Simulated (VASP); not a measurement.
# Ag (I4/mmm) in VASP: notebook

The runs below take Ag through single point, with PBE.

All numbers are computed with VASP 6.6.1; they aren't measurements. Logs are shortened: lines on timing, memory, paths and dates and some standing lists are left out, and cuts for length are marked.

## Step 1: The cell of the first run

Symmetry: I4/mmm, No. 139, tetragonal system. Conventional cell: a = 2.673 Å, b = 2.673 Å, c = 4.086 Å, α = 90.00°, β = 90.00°, γ = 90.00°. Within 3.5 Å of Ag (site symmetry 4/mmm) lie 12 Ag at 2.67 to 2.78 Å.

## Step 2: Single point, PBE (strain -0.0750 x Voigt [1, 1, 0, 0, 0, 0])

File INCAR:

```
SYSTEM = Ag
PREC = Accurate
ENCUT = 520
EDIFF = 1E-6
ISMEAR = 0
SIGMA = 0.15
LREAL = .False.
LASPH = .True.
NELM = 100
ALGO = Normal
ISIF = 2
LWAVE = .False.
LCHARG = .False.
GGA = PE
NBANDS = 12
```

File KPOINTS:

```
regular mesh
0
Gamma
  20 20 20
  0 0 0
```

File POSCAR:

```
Ag
1.0
    0.0000000000      1.8898675000      2.0431000000
    1.8898675000      0.0000000000      2.0431000000
    1.8898675000      1.8898675000      0.0000000000
Ag
1
Direct
    0.0000000000      0.0000000000      0.0000000000
```

Potentials or basis: VASP PAW PBE potentials, release 64 (Ag).

On the command line:

```sh
$ cat potpaw_PBE.64/Ag/POTCAR > POTCAR
$ mpirun -np 1 vasp_std > vasp.out
```

OUTCAR:

```text
SYSTEM = Ag
   PREC = Accurate
   ENCUT = 520
   EDIFF = 1E-6
   ISMEAR = 0
   LREAL = .False.
   LASPH = .True.
   NELM = 100
   ISIF = 2
   GGA = PE

 ion  position               nearest neighbor table
   1  0.000  0.000  0.000-

  LATTYP: Found a body centered tetragonal cell.
 ALAT       =     2.6726762496
 C/A-ratio  =     1.5288795269

  Lattice vectors:

 A1 = (  -1.8898675000,   0.0000000000,   2.0431000000)
 A2 = (   1.8898675000,   0.0000000000,   2.0431000000)
 A3 = (   0.0000000000,   1.8898675000,  -2.0431000000)

Analysis of symmetry for initial positions (statically):
=====================================================================
 Subroutine PRICEL returns:
 Original cell was already a primitive cell.

 Routine SETGRP: Setting up the symmetry group for a
 body centered tetragonal supercell.

 Subroutine GETGRP returns: Found 16 space group operations
 (whereof 16 operations were pure point group operations)
 out of a pool of 16 trial point group operations.

The static configuration has the point symmetry D_4h.

Analysis of symmetry for dynamics (positions and initial velocities):
=====================================================================
 Subroutine PRICEL returns:
 Original cell was already a primitive cell.

 Routine SETGRP: Setting up the symmetry group for a
 body centered tetragonal supercell.

 Subroutine GETGRP returns: Found 16 space group operations
 (whereof 16 operations were pure point group operations)
 out of a pool of 16 trial point group operations.

The dynamic configuration has the point symmetry D_4h.

 Subroutine INISYM returns: Found 16 space group operations
 (whereof 16 operations are pure point group operations),
 and found     1 'primitive' translations

----------------------------------------------------------------------------------------

                                     Primitive cell

  volume of cell :      14.5943

  direct lattice vectors                    reciprocal lattice vectors
     0.000000000  1.889867500  2.043100000    -0.264568812  0.264568812  0.244726151
     1.889867500  0.000000000  2.043100000     0.264568812 -0.264568812  0.244726151
     1.889867500  1.889867500  0.000000000     0.264568812  0.264568812 -0.244726151

  length of vectors
     2.783137937  2.783137937  2.672676250     0.447084111  0.447084111  0.447084111

  position of ions in fractional coordinates (direct lattice)
     0.000000000  0.000000000  0.000000000

  ion indices of the primitive-cell ions
   primitive index   ion index
                 1           1

----------------------------------------------------------------------------------------

 KPOINTS: regular mesh

Automatic generation of k-mesh.
 Grid dimensions read from file:
 generate k-points for:   20   20   20

 Generating k-lattice:

  Cartesian coordinates                     Fractional coordinates (reciprocal lattice)
    -0.013228441  0.013228441  0.012236308     0.050000000  0.000000000  0.000000000
     0.013228441 -0.013228441  0.012236308     0.000000000  0.050000000  0.000000000
     0.013228441  0.013228441 -0.012236308     0.000000000  0.000000000  0.050000000

  Length of vectors
     0.022354206  0.022354206  0.022354206

  Shift w.r.t. Gamma in fractional coordinates (k-lattice)
     0.000000000  0.000000000  0.000000000

 Subroutine IBZKPT returns following result:
 ===========================================

 Found    641 irreducible k-points:

 Following reciprocal coordinates:
            Coordinates               Weight
  0.000000  0.000000  0.000000      1.000000
  0.050000  0.000000  0.000000      8.000000
  0.100000  0.000000  0.000000      8.000000
  0.150000  0.000000  0.000000      8.000000
  0.200000  0.000000  0.000000      8.000000
  0.250000  0.000000  0.000000      8.000000
[... 16 lines left out ...]
 -0.400000  0.050000  0.000000      8.000000
 -0.350000  0.050000  0.000000      8.000000
 [... further k-points ...]
   k-points           NKPTS =    641   k-points in BZ     NKDIM =    641   number of bands    NBANDS=     12
   number of dos      NEDOS =    301   number of ions     NIONS =      1
   total plane-waves  NPLWV =  11520
   dimension x,y,z NGX =    24 NGY =   24 NGZ =   20
   dimension x,y,z NGXF=    48 NGYF=   48 NGZF=   40
   ions per type =               1
   NGX,Y,Z   is equivalent  to a cutoff of  14.34, 14.34, 12.44 a.u.
   NGXF,Y,Z  is equivalent  to a cutoff of  28.67, 28.67, 24.88 a.u.
 SYSTEM =  Ag
   PREC   = accura    normal or accurate (medium, high low for compatibility)
   ISTART =      0    job   : 0-new  1-cont  2-samecut
   ICHARG =      2    charge: 1-file 2-atom 10-const
   ISPIN  =      1    spin polarized calculation?
   LNONCOLLINEAR =      F non collinear calculations
   LSORBIT =      F    spin-orbit coupling
   LASPH  =      T    aspherical Exc in radial PAW
   ENCUT  =  520.0 eV  38.22 Ry    6.18 a.u.   5.17  5.17  4.97*2*pi/ulx,y,z
   NELM   =    100;   NELMIN=  2; NELMDL= -5     # of ELM steps
   EDIFF  = 0.1E-05   stopping-criterion for ELM
   LREAL  =      F    real-space projection
   EDIFFG = 0.1E-04   stopping-criterion for IOM
   NSW    =      0    number of steps for IOM
   IBRION =     -1    ionic relax: 0-MD 1-quasi-New 2-CG
   NFREE  =      0    steps in history (QN), initial steepest desc. (CG)
   ISIF   =      2    stress and relaxation
   ISYM   =      2    0-nonsym 1-usesym 2-fastsym
   POTIM  = 0.5000    time-step for ionic-motion
   TEBEG  =    0.0;   TEEND  =   0.0 temperature during run
   PSTRESS=    0.0 pullay stress
   NELECT =      11.0000    total number of electrons
   NUPDOWN=      -1.0000    fix difference up-down
   EMIN   =  10.00;   EMAX   =-10.00  energy-range for DOS
   EFERMI =   0.00;   METHOD = LEGACY
   ISMEAR =     0;   SIGMA  =   0.15  broadening in eV -4-tet -1-fermi 0-gaus
   EFERMI_NEDOS =   21; number of points for ismear=-14 and -15
   IALGO  =     38    algorithm
   IMIX   =      4    mixing-type and parameters
     AMIX     =   0.40;   BMIX     =  1.00
     AMIX_MAG =   1.60;   BMIX_MAG =  1.00
  volume/ion in A,a.u.               =      14.59        98.49
  Fermi-wavevector in a.u.,A,eV,Ry     =   1.489858  2.815424 30.200547  2.219678
  Thomas-Fermi vector in A             =   2.602714
   LORBIT       =      0    0 simple, 1 ext, 2 COOP (PROOUT), +10 PAW based schemes
   GGA     = PE    functional components
   LHFCALC =     F    Hartree Fock is set to
   AEXX    =    0.0000 exact exchange contribution
   IVDW    =     0    specifies the selected vdW correction
   LEPSILON=     F    determine dielectric tensor
   LRPA    =     F    only Hartree local field effects (RPA)
 non-spin polarized calculation
 Gauss-broadening in eV      SIGMA  =   0.15
  energy-cutoff  :      520.00
  volume of cell :       14.59
 maximum number of plane-waves:       402
 NGX is ok and might be reduce to    24
   NGX = 11   NGY = 11   NGZ =  9

 number of electron      11.0000002 magnetization

 Free energy of the ion-electron system (eV)
  ---------------------------------------------------
  ext. energy  EPLUGINS =         0.00000000
  ---------------------------------------------------
  free energy    TOTEN  =        -2.44456887 eV

  energy without entropy =       -2.44191530  energy(sigma->0) =       -2.44324208

 E-fermi :  10.8753     XC(G=0): -13.1642

 val. band max:       10.8571844384   @ k =  -0.3500   0.1500   0.1000
 cond. band min:      10.8856797171   @ k =  -0.3000   0.2000   0.1000
 fundamental gap:      0.0284952787
 Fermi energy:        10.8753495560

 k-point     1 :       0.0000    0.0000    0.0000
  band No.  band energies     occupation
      1       1.8077      2.00000
      2       4.9273      2.00000
      3       5.5831      2.00000
      4       5.5831      2.00000
      5       6.3333      2.00000
      6       7.0307      2.00000
      7      27.1612      0.00000
      8      30.5271      0.00000
      9      32.1103      0.00000
     10      32.1103      0.00000
     11      36.8109      0.00000
     12      38.8250      0.00000

 k-point     2 :       0.0500    0.0000    0.0000
  band No.  band energies     occupation
      1       1.8973      2.00000
      2       4.9452      2.00000
      3       5.5668      2.00000
      4       5.6102      2.00000
      5       6.3295      2.00000
      6       7.0114      2.00000
      7      27.2230      0.00000
      8      30.3566      0.00000
      9      31.6491      0.00000
     10      32.1857      0.00000
     11      37.2075      0.00000
     12      38.4239      0.00000

 k-point     3 :       0.1000    0.0000    0.0000
  band No.  band energies     occupation
      1       2.1576      2.00000
      2       4.9884      2.00000
      3       5.5277      2.00000
      4       5.6852      2.00000
      5       6.3321      2.00000
      6       6.9608      2.00000
      7      27.3113      0.00000
      8      29.3792      0.00000
      9      31.4158      0.00000
     10      32.3943      0.00000
     11      36.4251      0.00000
     12      38.4566      0.00000

 k-point     4 :       0.1500    0.0000    0.0000
  band No.  band energies     occupation
      1       2.5560      2.00000
      2       5.0424      2.00000
      3       5.4843      2.00000
      4       5.7862      2.00000
      5       6.3805      2.00000
      6       6.9035      2.00000
      7      26.7978      0.00000
      8      28.3815      0.00000
      9      31.6527      0.00000
     10      32.6789      0.00000
     11      35.2995      0.00000
     12      37.5876      0.00000

 k-point     5 :       0.2000    0.0000    0.0000
  band No.  band energies     occupation
      1       3.0086      2.00000
      2       5.1530      2.00000
      3       5.4412      2.00000
      4       5.8713      2.00000
      5       6.5193      2.00000
      6       6.8836      2.00000
      7      25.1658      0.00000
      8      28.1378      0.00000
      9      31.9805      0.00000
     10      32.9298      0.00000
     11      34.5913      0.00000
     12      36.4730      0.00000
[... 228 lines left out ...]
      1       3.3609      2.00000
      2       4.9887      2.00000
      3       5.6512      2.00000
      4       7.5939      2.00000
      5       7.6250      2.00000
      6      10.1965      2.00000
      7      15.5119      0.00000
      8      25.8752      0.00000
      9      29.5137      0.00000
     10      30.9482      0.00000
     11      35.3191      0.00000
     12      37.0872      0.00000

 k-point    22 :      -0.4500    0.0500    0.0000
  band No.  band energies     occupation
      1       3.3671      2.00000
      2       5.0064      2.00000
      3       5.6458      2.00000
      4       7.5670      2.00000
      5       7.5941      2.00000
      6      10.1263      2.00000
      7      15.6417      0.00000
      8      25.8480      0.00000
      9      29.4144      0.00000
     10      31.2909      0.00000
     11      35.3232      0.00000
     12      37.0225      0.00000

 k-point    23 :      -0.4000    0.0500    0.0000
  band No.  band energies     occupation
      1       3.4136      2.00000
      2       5.0553      2.00000
      3       5.6794      2.00000
      4       7.4065      2.00000
      5       7.4307      2.00000
      6       9.3002      2.00000
      7      16.8472      0.00000
      8      26.0109      0.00000
      9      29.6051      0.00000
     10      31.8874      0.00000
     11      35.1974      0.00000
     12      36.8741      0.00000

 k-point    24 :      -0.3500    0.0500    0.0000
  band No.  band energies     occupation
      1       3.4859      2.00000
      2       5.1267      2.00000
      3       5.7466      2.00000
      4       6.9928      2.00000
      5       7.2373      2.00000
      6       8.3524      2.00000
      7      18.5543      0.00000
      8      26.3423      0.00000
      9      30.0371      0.00000
     10      32.7078      0.00000
     11      34.9587      0.00000
     12      36.6355      0.00000

 [... further k-points ...]
[... 5 lines left out ...]
  --------------------------------------------------------------------------------------
  -------------------------------------------------------------------------------------
  Total        3.1782893      3.1782893      2.5425157      0.0000000      0.0000000      0.0000000
  in kB      348.9166322    348.9166322    279.1206007      0.0000000      0.0000000      0.0000000
  external PRESSURE =     325.6512884 kB  Pullay stress =       0.0000000 kB

 VOLUME and BASIS-vectors are now :
 -----------------------------------------------------------------------------
  energy-cutoff  :      520.00
  volume of cell :       14.59
      direct lattice vectors                 reciprocal lattice vectors
     0.000000000  1.889867500  2.043100000    -0.264568812  0.264568812  0.244726151
     1.889867500  0.000000000  2.043100000     0.264568812 -0.264568812  0.244726151
     1.889867500  1.889867500  0.000000000     0.264568812  0.264568812 -0.244726151

 POSITION                                       TOTAL-FORCE (eV/Angst)
 -----------------------------------------------------------------------------------
      0.00000      0.00000      0.00000         0.000000      0.000000      0.000000
 -----------------------------------------------------------------------------------
    total drift:                                0.000000      0.000000     -0.000000

  FREE ENERGIE OF THE ION-ELECTRON SYSTEM (eV)
  ---------------------------------------------------
  free  energy   TOTEN  =        -2.4445688664 eV

  energy  without entropy=       -2.4419153028  energy(sigma->0) =       -2.44324208
```

Run time: 42 s. Hardware: 1 thread of Intel Xeon Platinum 8488C (Sapphire Rapids), shared host; peak memory 0.22 GiB.

What came out:

```yaml
Free_energy: -2.4446 eV
Pressure: 32.6 GPa
```

Levels at points of the mesh, in eV from the Fermi level:
```tsv
k point	band 4	band 5	band 6	band 7	band 8	band 9
(0.00, 0.00, 0.00)	-5.29	-4.54	-3.84	16.29	19.65	21.23
(0.50, 0.00, 0.00)	-3.26	-3.01	-0.91	4.52	15.13	18.91
(0.50, 0.50, 0.00)	-2.90	-2.90	0.42	6.61	12.41	12.41
(0.50, 0.00, 0.50)	-3.11	-2.59	1.91	8.71	10.80	11.09
```

Caveat: the cell differs from its parent crystal (strain -0.0750 x Voigt [1, 1, 0, 0, 0, 0]).

## Step 3: Single point, PBE (strain -0.0375 x Voigt [1, 1, 0, 0, 0, 0])

File INCAR:

```
SYSTEM = Ag
PREC = Accurate ; ENCUT = 520
EDIFF = 1E-6 ; ISMEAR = 0
SIGMA = 0.15 ; LREAL = .False.
LASPH = .True. ; NELM = 80
ALGO = Fast ; ISIF = 2
LWAVE = .False. ; LCHARG = .True.
GGA = PE ; LELF = .True.
LVHAR = .True. ; NBANDS = 12
```

KPOINTS is that of step 2.

File POSCAR:

```
Ag
1.0
    0.0000000000      1.9664837500      2.0431000000
    1.9664837500      0.0000000000      2.0431000000
    1.9664837500      1.9664837500      0.0000000000
Ag
1
Direct
    0.0000000000      0.0000000000      0.0000000000
```

Potentials or basis: VASP PAW PBE potentials, release 64 (Ag).

On the command line:

```sh
$ cat potpaw_PBE.64/Ag/POTCAR > POTCAR
$ mpirun -np 1 vasp_std > vasp.out
```

It took 57 s on 1 thread of Intel Xeon Platinum 8488C (Sapphire Rapids), shared host; peak memory 0.24 GiB.

It converged, with:

| Quantity | Value |
| --- | --- |
| Free energy | -2.6324 eV |
| Pressure | 15.6 GPa |

Stress tensor (GPa, compression positive):
```
16.32  0.00  0.00
 0.00 16.32  0.00
 0.00  0.00 14.06
```

Levels at points of the mesh, in eV from the Fermi level:
| k point | band 3 | band 4 | band 5 | band 6 | band 7 | band 8 | band 9 | band 10 |
| --- | --- | --- | --- | --- | --- | --- | --- | --- |
| (0.00, 0.00, 0.00) | -5.03 | -5.03 | -4.10 | -3.81 | 16.16 | 19.75 | 20.39 | 20.39 |
| (0.50, 0.00, 0.00) | -5.03 | -3.10 | -2.98 | -0.64 | 4.03 | 15.29 | 18.30 | 19.09 |
| (0.50, 0.50, 0.00) | -3.06 | -2.82 | -2.82 | 1.05 | 6.68 | 11.51 | 11.51 | 18.55 |
| (0.50, 0.00, 0.50) | -3.09 | -2.90 | -2.69 | 1.74 | 7.67 | 10.76 | 10.85 | 17.88 |

Caveat: the cell differs from its parent crystal (strain -0.0375 x Voigt [1, 1, 0, 0, 0, 0]).

## Step 4: Single point, PBE (strain +0.0375 x Voigt [1, 1, 0, 0, 0, 0])

File INCAR:

```
ALGO = Normal
EDIFF = 1E-6
ENCUT = 520
GGA = PE
ISIF = 2
ISMEAR = 0
LASPH = True
LCHARG = False
LREAL = False
LWAVE = False
NBANDS = 12
NELM = 80
PREC = Accurate
SIGMA = 0.15
```

File KPOINTS:

```
k-points
0
Gamma
  20 20 20
```

File POSCAR:

```
Ag
1.0
    0.0000000000      2.1197162500      2.0431000000
    2.1197162500      0.0000000000      2.0431000000
    2.1197162500      2.1197162500      0.0000000000
Ag
1
Direct
    0.0000000000      0.0000000000      0.0000000000
```

On the command line:

```sh
$ cat potpaw_PBE.64/Ag/POTCAR > POTCAR
$ mpirun -np 1 vasp_std > vasp.out
```

Wall time 48 s (1 thread of Intel Xeon Platinum 8488C (Sapphire Rapids), shared host); peak memory 0.25 GiB.

It converged, with:

| Quantity | Value |
| --- | --- |
| Free energy | -2.7157 eV |
| Pressure | -2.5 GPa |

Stress tensor (GPa, compression positive):
```
-2.85  0.00  0.00
 0.00 -2.85  0.00
 0.00  0.00 -1.80
```

Levels at points of the mesh, in eV from the Fermi level:
| k point | band 4 | band 5 | band 6 | band 7 | band 8 | band 9 |
| --- | --- | --- | --- | --- | --- | --- |
| (0.00, 0.00, 0.00) | -4.43 | -3.77 | -3.56 | 15.85 | 18.85 | 18.85 |
| (0.50, 0.00, 0.00) | -3.01 | -2.92 | -0.21 | 3.20 | 14.97 | 16.68 |
| (0.50, 0.50, 0.00) | -2.77 | -2.77 | 2.07 | 6.76 | 9.86 | 9.86 |
| (0.50, 0.00, 0.50) | -2.86 | -2.72 | 1.47 | 5.89 | 10.49 | 10.51 |

Caveat: the cell differs from its parent crystal (strain +0.0375 x Voigt [1, 1, 0, 0, 0, 0]).

## Step 5: Summary

```csv
cell,gap on the mesh (eV),pressure (GPa)
"a = 2.783, b = 2.783, c = 2.673 Å, angles 61.3, 61.3, 57.4°, 1 atom",none,32.6
"a = 2.836, b = 2.836, c = 2.781 Å, angles 60.6, 60.6, 58.7°, 1 atom",none,15.6
"a = 2.944, b = 2.944, c = 2.998 Å, angles 59.4, 59.4, 61.2°, 1 atom",none,-2.5
```

Alike in all rows: task single point; level PBE; potentials or basis VASP PAW PBE potentials, release 64 (Ag); no spin polarisation; k mesh 20 × 20 × 20; cutoff (eV) 520; smearing gaussian 0.15 eV.

Absolute energies hang on the potentials; compare differences alone.
